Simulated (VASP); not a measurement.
# Sn (Fd-3m) in VASP: single point with B3LYP5

Aim: the single point of Sn with B3LYP5.

Everything below comes from runs of VASP 6.6.1. Logs are shortened: lines on timing, memory, paths and dates and some standing lists are left out, and cuts for length are marked.

## Step 1: The cell of the first run

Symmetry: Fd-3m, No. 227, cubic system. Conventional cell: a = 6.423 Å, b = 6.423 Å, c = 6.423 Å, α = 90.00°, β = 90.00°, γ = 90.00°. Sn (site symmetry -43m) has 4 Sn at 2.78 Å within 3.7 Å.

This isn't the form of Sn at room conditions, which is tetragonal (white tin).

## Step 2: Single point, B3LYP5

POSCAR

```
Sn
1.0
    0.0000000000      3.2116418589      3.2116418589
    3.2116418589      0.0000000000      3.2116418589
    3.2116418589      3.2116418589      0.0000000000
Sn
2
Direct
    0.7500000000      0.7500000000      0.7500000000
    0.5000000000      0.5000000000      0.5000000000
```

INCAR.step1

```
SYSTEM = Sn
PREC = Accurate ; ENCUT = 520
EDIFF = 1E-5 ; ISMEAR = -1
SIGMA = 0.05 ; LREAL = .FALSE.
LASPH = .TRUE. ; NELM = 100
ALGO = Normal ; ISIF = 2
LWAVE = .TRUE. ; LCHARG = .FALSE.
GGA = PE ; NBANDS = 21
```

INCAR.step2

```
SYSTEM = Sn
PREC = Accurate ; ENCUT = 520
EDIFF = 1E-6 ; ISMEAR = -1
SIGMA = 0.05 ; LREAL = .FALSE.
LASPH = .TRUE. ; NELM = 100
ALGO = Normal ; ISIF = 2
LWAVE = .FALSE. ; LCHARG = .FALSE.
GGA = B5 ; LHFCALC = .TRUE.
AEXX = 0.2 ; AGGAX = 0.72
AGGAC = 0.81 ; ALDAC = 0.19
PRECFOCK = Normal ; ISTART = 1
NBANDS = 21
```

KPOINTS

```
regular mesh
0
G
  4 4 4
  0 0 0
```

Potentials or basis: VASP PAW PBE potentials, release 64 (Sn_d).

Started as:

```sh
$ cat potpaw_PBE.64/Sn_d/POTCAR > POTCAR
$ cp INCAR.step1 INCAR
$ mpirun -np 1 vasp_std > vasp.out
$ cp INCAR.step2 INCAR
$ mpirun -np 1 vasp_std > vasp.out
```

OUTCAR:

```text
SYSTEM = Sn
   PREC = Accurate
   ENCUT = 520
   EDIFF = 1E-6
   ISMEAR = -1
   LREAL = .FALSE.
   LASPH = .TRUE.
   NELM = 100
   ISIF = 2
   GGA = B5
   LHFCALC = .TRUE.
   AEXX = 0.2
   PRECFOCK = Normal
   ISTART = 1

 ion  position               nearest neighbor table
   1  0.750  0.750  0.750-   2 2.78   2 2.78   2 2.78   2 2.78
   2  0.500  0.500  0.500-   1 2.78   1 2.78   1 2.78   1 2.78

  LATTYP: Found a face centered cubic cell.
 ALAT       =     6.4232837178

  Lattice vectors:

 A1 = (   0.0000000000,   3.2116418589,   3.2116418589)
 A2 = (   3.2116418589,   0.0000000000,   3.2116418589)
 A3 = (   3.2116418589,   3.2116418589,   0.0000000000)

Analysis of symmetry for initial positions (statically):
=====================================================================
 Subroutine PRICEL returns:
 Original cell was already a primitive cell.

 Routine SETGRP: Setting up the symmetry group for a
 face centered cubic supercell.

 Subroutine GETGRP returns: Found 48 space group operations
 (whereof 24 operations were pure point group operations)
 out of a pool of 48 trial point group operations.

The static configuration has the point symmetry T_d .
 The point group associated with its full space group is O_h .

Analysis of symmetry for dynamics (positions and initial velocities):
=====================================================================
 Subroutine PRICEL returns:
 Original cell was already a primitive cell.

 Routine SETGRP: Setting up the symmetry group for a
 face centered cubic supercell.

 Subroutine GETGRP returns: Found 48 space group operations
 (whereof 24 operations were pure point group operations)
 out of a pool of 48 trial point group operations.

The dynamic configuration has the point symmetry T_d .
 The point group associated with its full space group is O_h .

 Subroutine INISYM returns: Found 48 space group operations
 (whereof 24 operations are pure point group operations),
 and found     1 'primitive' translations

----------------------------------------------------------------------------------------

                                     Primitive cell

  volume of cell :      66.2539
[... 71 lines left out ...]
   NELM   =    100;   NELMIN=  2; NELMDL=  0     # of ELM steps
   EDIFF  = 0.1E-05   stopping-criterion for ELM
   LREAL  =      F    real-space projection
   EDIFFG = 0.1E-04   stopping-criterion for IOM
   NSW    =      0    number of steps for IOM
   IBRION =     -1    ionic relax: 0-MD 1-quasi-New 2-CG
   NFREE  =      0    steps in history (QN), initial steepest desc. (CG)
   ISIF   =      2    stress and relaxation
   ISYM   =      3    0-nonsym 1-usesym 2-fastsym
   POTIM  = 0.5000    time-step for ionic-motion
   TEBEG  =    0.0;   TEEND  =   0.0 temperature during run
   PSTRESS=    0.0 pullay stress
   NELECT =      28.0000    total number of electrons
   NUPDOWN=      -1.0000    fix difference up-down
   EMIN   =  10.00;   EMAX   =-10.00  energy-range for DOS
   EFERMI =   0.00;   METHOD = LEGACY
   ISMEAR =    -1;   SIGMA  =   0.05  broadening in eV -4-tet -1-fermi 0-gaus
   EFERMI_NEDOS =   21; number of points for ismear=-14 and -15
   IALGO  =     38    algorithm
   IMIX   =      1    mixing-type and parameters
     AMIX     =   0.40;   BMIX     =  1.00
     AMIX_MAG =   1.60;   BMIX_MAG =  1.00
  volume/ion in A,a.u.               =      33.13       223.55
  Fermi-wavevector in a.u.,A,eV,Ry     =   1.228543  2.321610 20.535520  1.509318
  Thomas-Fermi vector in A             =   2.363465
   LORBIT       =      0    0 simple, 1 ext, 2 COOP (PROOUT), +10 PAW based schemes
   GGA     = B5    functional components
   LHFCALC =     T    Hartree Fock is set to
   PRECFOCK=normal    Normal, Fast or Accurate (Low or Medium for compatibility)
   ENCUT4O =  -1.0   cutoff for four orbital integrals eV
   NKREDX  =     1    reduce k-point grid by
   NKREDY  =     1    reduce k-point grid by
   NKREDZ  =     1    reduce k-point grid by
   AEXX    =    0.2000 exact exchange contribution
   HFSCREEN=    0.0000 screening length (either q_TF or 0.3 A-1)
   HFSCREENC=   0.0000 screening length for correlation (either q_TF or 0.3 A-1)
   ENCUTFOCK=  -1.0 apply spherical cutoff to Coloumb kernel
   IVDW    =     0    specifies the selected vdW correction
   LEPSILON=     F    determine dielectric tensor
   LRPA    =     F    only Hartree local field effects (RPA)
 non-spin polarized calculation
  energy-cutoff  :      520.00
  volume of cell :       66.25
 maximum number of plane-waves:      1812
 NGX is ok and might be reduce to    36
  NGX = 28; NGY = 28; NGZ = 28

 number of electron      28.0000012 magnetization

 Free energy of the ion-electron system (eV)
  ---------------------------------------------------
  ext. energy  EPLUGINS =         0.00000000
  ---------------------------------------------------
  free energy    TOTEN  =        -8.10205952 eV

  energy without entropy =       -8.09905325  energy(sigma->0) =       -8.10055638

 E-fermi :   6.1165     XC(G=0):  -7.0413

 val. band max:        6.0820895823   @ k =   0.0000   0.0000   0.0000
 cond. band min:       6.8247534442   @ k =   0.5000   0.0000   0.0000
 fundamental gap:      0.7426638618
 Fermi energy:         6.1165304212

 k-point     1 :       0.0000    0.0000    0.0000
  band No.  band energies     occupation
      1     -17.6112      2.00000
      2     -17.6112      2.00000
      3     -17.6112      2.00000
      4     -17.5451      2.00000
      5     -17.5451      2.00000
      6     -17.1987      2.00000
[... 181 lines left out ...]
     20      16.5001      0.00000
     21      17.6828      0.00000

------------------------ aborting loop because EDIFF is reached ----------------------------------------

  FORCE on cell =-STRESS in cart. coord.  units (eV):
  Direction    XX          YY          ZZ          XY          YZ          ZX
  --------------------------------------------------------------------------------------
  -------------------------------------------------------------------------------------
  Total        2.5343516      2.5343516      2.5343516      0.0000000      0.0000000     -0.0000000
  in kB       61.2866829     61.2866829     61.2866829      0.0000000      0.0000000     -0.0000000
  external PRESSURE =      61.2866829 kB  Pullay stress =       0.0000000 kB

 VOLUME and BASIS-vectors are now :
 -----------------------------------------------------------------------------
  energy-cutoff  :      520.00
  volume of cell :       66.25
      direct lattice vectors                 reciprocal lattice vectors
     0.000000000  3.211641859  3.211641859    -0.155683610  0.155683610  0.155683610
     3.211641859  0.000000000  3.211641859     0.155683610 -0.155683610  0.155683610
     3.211641859  3.211641859  0.000000000     0.155683610  0.155683610 -0.155683610

 POSITION                                       TOTAL-FORCE (eV/Angst)
 -----------------------------------------------------------------------------------
      4.81746      4.81746      4.81746        -0.000000      0.000000     -0.000000
      3.21164      3.21164      3.21164         0.000000     -0.000000      0.000000
 -----------------------------------------------------------------------------------
    total drift:                               -0.000000     -0.000001      0.000000

  FREE ENERGIE OF THE ION-ELECTRON SYSTEM (eV)
  ---------------------------------------------------
  free  energy   TOTEN  =        -8.1020595195 eV

  energy  without entropy=       -8.0990532455  energy(sigma->0) =       -8.10055638
```

OUTCAR.step1:

```text
SYSTEM = Sn
   PREC = Accurate
   ENCUT = 520
   EDIFF = 1E-5
   ISMEAR = -1
   LREAL = .FALSE.
[... 397 lines left out ...]
      4.81746      4.81746      4.81746         0.000000      0.000000      0.000000
      3.21164      3.21164      3.21164        -0.000000     -0.000000     -0.000000
 -----------------------------------------------------------------------------------
    total drift:                                0.000000      0.000000      0.000000

  FREE ENERGIE OF THE ION-ELECTRON SYSTEM (eV)
  ---------------------------------------------------
  free  energy   TOTEN  =        -7.3892417885 eV

  energy  without entropy=       -7.3827682773  energy(sigma->0) =       -7.38600503
```

OSZICAR.step1:

```text
N       E                     dE             d eps       ncg     rms          rms(c)
DAV:   1     0.227549979187E+03    0.22755E+03   -0.15199E+04   346   0.201E+03
DAV:   2     0.175356914927E+02   -0.21001E+03   -0.20589E+03   341   0.448E+02
DAV:   3    -0.670402132175E+01   -0.24240E+02   -0.24119E+02   376   0.140E+02
DAV:   4    -0.743824292595E+01   -0.73422E+00   -0.73335E+00   381   0.275E+01
DAV:   5    -0.746401252903E+01   -0.25770E-01   -0.25769E-01   503   0.498E+00    0.342E+00
DAV:   6    -0.741033215831E+01    0.53680E-01   -0.27732E-02   431   0.197E+00    0.202E+00
DAV:   7    -0.738628297951E+01    0.24049E-01   -0.54423E-02   384   0.225E+00    0.168E-01
DAV:   8    -0.738878923742E+01   -0.25063E-02   -0.64635E-03   361   0.848E-01    0.509E-02
DAV:   9    -0.738921945038E+01   -0.43021E-03   -0.53281E-04   394   0.177E-01    0.153E-02
DAV:  10    -0.738923702226E+01   -0.17572E-04   -0.33700E-05   327   0.479E-02    0.605E-03
DAV:  11    -0.738924178853E+01   -0.47663E-05   -0.11117E-05   304   0.366E-02
   1 F= -.73892418E+01 E0= -.73860050E+01  d E =-.647351E-02
```

It took 30 min on 1 thread of Oxide Virtual Turin-like, shared host; peak memory 0.19 GiB.

What came out:

* Free energy: -8.1021 eV
* Pressure: 6.1 GPa
* Band gap on the k mesh: zero (filled and empty bands touch)

Caveat: the k points lie up to 0.42 Å⁻¹ apart; the PAW data sets were made with another functional, which shifts forces and pressure a little; spin-orbit coupling is left out, which moves the levels of the heavy elements.

The gap in the log of VASP goes by the Fermi energy; the results here count the filled bands.